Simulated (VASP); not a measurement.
# SiGe2 in VASP: further runs, part 2 of 2

VASP 6.6.1. The steps go on from the part before.

### 3 Single point, PBE

Contents of INCAR:

```
PREC = Accurate
ENCUT = 520
EDIFF = 1E-6
ISMEAR = 0
SIGMA = 0.2
LREAL = F
LASPH = T
NELM = 80
ALGO = Normal
ISIF = 2
LWAVE = F
LCHARG = F
GGA = PE
NBANDS = 41
```

Contents of KPOINTS:

```
Automatic mesh
0
Gamma
  8 4 4
```

Contents of POSCAR:

```
SiGe2
1.0
    0.0006796150     -0.0010059717      2.6465273107
    4.6915478703      0.0012781869     -0.0014131244
   -0.0023639060      8.6568789403     -0.0023140026
Si Ge
2 4
Direct
    0.5000180772      0.0000162396      0.0049796915
    0.4997734644      0.5000007921      0.4948620582
    0.4998807042     -0.0001443298      0.3407174583
    0.5004933624      0.5000862241      0.8315706194
    0.5001565911      0.4999375846      0.1593564990
    0.4996778007      0.0001034894      0.6685136737
```

Potentials or basis: VASP PAW PBE potentials, release 64 (Si, Ge_d).

Command:

```bash
> cat potpaw_PBE.64/Si/POTCAR potpaw_PBE.64/Ge_d/POTCAR > POTCAR
> mpirun -np 1 vasp_std > vasp.out
```

OUTCAR:

```text
PREC = Accurate
   ENCUT = 520
   EDIFF = 1E-6
   ISMEAR = 0
   LREAL = F
   LASPH = T
   NELM = 80
   ISIF = 2
   GGA = PE

 ion  position               nearest neighbor table
   1  0.500  0.000  0.005-   5 2.70   5 2.70   4 2.78   4 2.79   3 2.91   6 2.91
   2  0.500  0.500  0.495-   3 2.70   3 2.70   6 2.79   6 2.79   5 2.90   4 2.91
   3  0.500  1.000  0.341-   2 2.70   2 2.70   5 2.82   5 2.82   6 2.84   1 2.91
   4  0.500  0.500  0.832-   6 2.74   6 2.74   1 2.78   1 2.79   5 2.84   2 2.91
   5  0.500  0.500  0.159-   1 2.70   1 2.70   3 2.82   3 2.82   4 2.84   2 2.90
   6  0.500  0.000  0.669-   4 2.74   4 2.74   2 2.79   2 2.79   3 2.84   1 2.91

  LATTYP: Found a simple monoclinic cell.
 ALAT       =     8.6568795723
 B/A-ratio  =     0.5419444984
 C/A-ratio  =     2.0230346396
 COS(beta)  =    -0.9885159733

  Lattice vectors:

 A1 = (  -0.0023639060,   8.6568789403,  -0.0023140026)
 A2 = (   4.6915478703,   0.0012781869,  -0.0014131244)
 A3 = (   0.0040481970, -17.3127519089,  -2.6418993055)

Analysis of symmetry for initial positions (statically):
=====================================================================
 Subroutine PRICEL returns:
[... 183 lines left out ...]
 fundamental gap:      0.0923070404
 Fermi energy:         7.2996892189

 k-point     1 :       0.0000    0.0000    0.0000
  band No.  band energies     occupation
      1     -17.5627      2.00000
      2     -17.5350      2.00000
      3     -17.5286      2.00000
      4     -17.4944      2.00000
      5     -17.4934      2.00000
      6     -17.4565      2.00000
[... 1045 lines left out ...]
     40      11.4986      0.00000
     41      11.8507      0.00000

 [... further k-points ...]

------------------------ aborting loop because EDIFF is reached ----------------------------------------

  FORCE on cell =-STRESS in cart. coord.  units (eV):
  Direction    XX          YY          ZZ          XY          YZ          ZX
  --------------------------------------------------------------------------------------
  -------------------------------------------------------------------------------------
  Total        0.0724748      0.0905849      0.0529068      0.0003181      0.0099490      0.0023545
  in kB        1.0802982      1.3502450      0.7886214      0.0047412      0.1482980      0.0350963
  external PRESSURE =       1.0730549 kB  Pullay stress =       0.0000000 kB

 VOLUME and BASIS-vectors are now :
 -----------------------------------------------------------------------------
  energy-cutoff  :      520.00
  volume of cell :      107.49
      direct lattice vectors                 reciprocal lattice vectors
     0.000679615 -0.001005972  2.646527311     0.000113784  0.000101032  0.377853658
     4.691547870  0.001278187 -0.001413124     0.213149237  0.000058189 -0.000054714
    -0.002363906  8.656878940 -0.002314003    -0.000031458  0.115515076  0.000043917

 POSITION                                       TOTAL-FORCE (eV/Angst)
 -----------------------------------------------------------------------------------
      0.00040      0.04261      1.32330        -0.000428     -0.004579      0.000070
      2.34495      4.28410      1.32081        -0.000986      0.008748      0.000643
      4.69041      2.95032      1.32075         0.002163     -0.008379      0.000166
      2.34455      7.19894      1.32194         0.000099      0.005888     -0.001095
      2.34544      1.37967      1.32260        -0.000139      0.006358     -0.000381
     -0.00076      5.78674      1.32086        -0.000708     -0.008036      0.000597
 -----------------------------------------------------------------------------------
    total drift:                                0.000004     -0.000152      0.000001

  FREE ENERGIE OF THE ION-ELECTRON SYSTEM (eV)
  ---------------------------------------------------
  free  energy   TOTEN  =       -26.9002169521 eV

  energy  without entropy=      -26.8561350338  energy(sigma->0) =      -26.87817599
```

OSZICAR:

```text
N       E                     dE             d eps       ncg     rms          rms(c)
DAV:   1     0.607655766892E+03    0.60766E+03   -0.29720E+04  6726   0.399E+03
DAV:   2     0.836280291418E+02   -0.52403E+03   -0.50181E+03  5576   0.897E+02
DAV:   3    -0.205625528635E+02   -0.10419E+03   -0.10107E+03  6348   0.212E+02
DAV:   4    -0.268095013456E+02   -0.62469E+01   -0.61642E+01  6584   0.579E+01
DAV:   5    -0.269682700813E+02   -0.15877E+00   -0.15850E+00  6590   0.102E+01    0.432E+00
DAV:   6    -0.269161158484E+02    0.52154E-01   -0.12345E-01  7674   0.368E+00    0.241E+00
DAV:   7    -0.269005622794E+02    0.15554E-01   -0.69300E-02  7205   0.349E+00    0.298E-01
DAV:   8    -0.269000042298E+02    0.55805E-03   -0.87971E-03  7711   0.287E+00    0.146E-01
DAV:   9    -0.269001371159E+02   -0.13289E-03   -0.25460E-03  8222   0.808E-01    0.784E-02
DAV:  10    -0.269002225146E+02   -0.85399E-04   -0.69576E-04  6571   0.262E-01    0.258E-02
DAV:  11    -0.269002182104E+02    0.43042E-05   -0.51079E-05  7440   0.145E-01    0.910E-03
DAV:  12    -0.269002169463E+02    0.12642E-05   -0.16996E-05  6221   0.125E-01    0.209E-03
DAV:  13    -0.269002169521E+02   -0.58644E-08   -0.40471E-06  5501   0.515E-02
   1 F= -.26900217E+02 E0= -.26878176E+02  d E =-.440819E-01
```

Wall time 1.8 min (1 thread of Intel Xeon 6975P-C (Granite Rapids), shared host); peak memory 0.35 GiB.

What came out:

```yaml
Free_energy: -26.9002 eV
Pressure: 0.1 GPa
Largest_force: 0.009 eV/Å
Band_gap_on_the_k_mesh: zero (bands 32 and 33 overlap by 3.87 eV)
```

Forces in eV/Å, atoms in the order of the input:
```
Si   0.000 -0.005  0.000
Si  -0.001  0.009  0.001
Ge   0.002 -0.008  0.000
Ge   0.000  0.006 -0.001
Ge   0.000  0.006  0.000
Ge  -0.001 -0.008  0.001
```

Levels at points of the mesh, in eV from the Fermi level:
| k point | band 28 | band 29 | band 30 | band 31 | band 32 | band 33 | band 34 | band 35 | band 36 | band 37 |
| --- | --- | --- | --- | --- | --- | --- | --- | --- | --- | --- |
| (0.00, 0.00, 0.00) | -3.84 | -3.72 | -3.66 | -3.48 | 0.78 | 0.80 | 1.91 | 2.43 | 3.28 | 6.54 |
| (0.50, 0.00, 0.00) | -2.57 | -2.40 | -1.59 | -1.54 | -1.08 | -1.06 | -0.61 | -0.50 | -0.42 | -0.20 |
| (0.00, 0.50, 0.00) | -3.50 | -3.40 | -3.40 | 1.55 | 1.55 | 3.58 | 3.58 | 3.98 | 3.98 | 4.89 |
| (0.50, 0.50, 0.00) | -4.66 | -3.11 | -3.11 | -3.03 | -3.03 | 0.04 | 0.04 | 0.31 | 0.31 | 4.32 |
| (0.00, 0.00, 0.50) | -5.20 | -2.48 | -2.27 | -1.50 | -0.92 | -0.47 | -0.45 | 4.75 | 4.80 | 6.15 |
| (0.50, 0.00, 0.50) | -2.30 | -2.30 | -2.28 | -2.07 | -2.05 | -1.28 | -1.27 | 1.54 | 1.60 | 1.60 |
| (0.00, 0.50, 0.50) | -5.95 | 0.33 | 0.33 | 0.49 | 0.49 | 2.68 | 2.69 | 2.95 | 2.95 | 4.96 |
| (0.50, 0.50, 0.50) | -4.13 | -3.71 | -3.71 | -2.74 | -2.74 | -2.14 | -2.14 | 2.72 | 2.72 | 3.95 |
